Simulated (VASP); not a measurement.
Write the native input for VASP 6.6.1 that does the following.

- Task: single point
- Functional: PBE
- Potentials or basis: VASP PAW PBE potentials, release 64 (Si, C)
- Cutoff: 600 eV
- k mesh: 14 × 14 × 14
- Occupations: fermi-dirac, width 0.08 eV
- Spin: no spin polarisation
- Dipole correction: no
- Further INCAR settings: ALGO = Normal; EDIFF = 1e-06; NBANDS = 11

The structure of SiC (CsCl type) lies in POSCAR:

```
SiC
1.0
    2.1636332453      0.0000000000      0.0000000000
    0.0000000000      2.1636332453      0.0000000000
    0.0000000000      0.0000000000      2.1636332453
Si C
1 1
Direct
    0.0000000000      0.0000000000      0.0000000000
    0.5000000000      0.5000000000      0.5000000000
```

One way to write it, as run:

INCAR

```
SYSTEM = SiC
PREC = Accurate
ENCUT = 600
EDIFF = 1E-6
ISMEAR = -1
SIGMA = 0.08
LREAL = .False.
LASPH = .True.
NELM = 120
ALGO = Normal
ISIF = 2
LWAVE = .False.
LCHARG = .True.
GGA = PE
LELF = .True.
LVHAR = .True.
NBANDS = 11
GGA_COMPAT = .False.
```

KPOINTS

```
regular mesh
0
Gamma
  14 14 14
  0 0 0
```

Potentials or basis: VASP PAW PBE potentials, release 64 (Si, C).

Command:

```console
$ cat potpaw_PBE.64/Si/POTCAR potpaw_PBE.64/C/POTCAR > POTCAR
$ mpirun -np 1 vasp_std > vasp.out
```

It gave:

| Quantity | Value |
| --- | --- |
| Pressure | 366.0 GPa |
| Band gap on the k mesh | zero (bands 4 and 5 overlap by 4.95 eV) |

Caveat: the cell stands under pressure.

Wall time 11 s on 1 thread of Intel(R) Xeon(R) Platinum 8488C (Sapphire Rapids), on a shared host, peak memory 0.13 GiB.
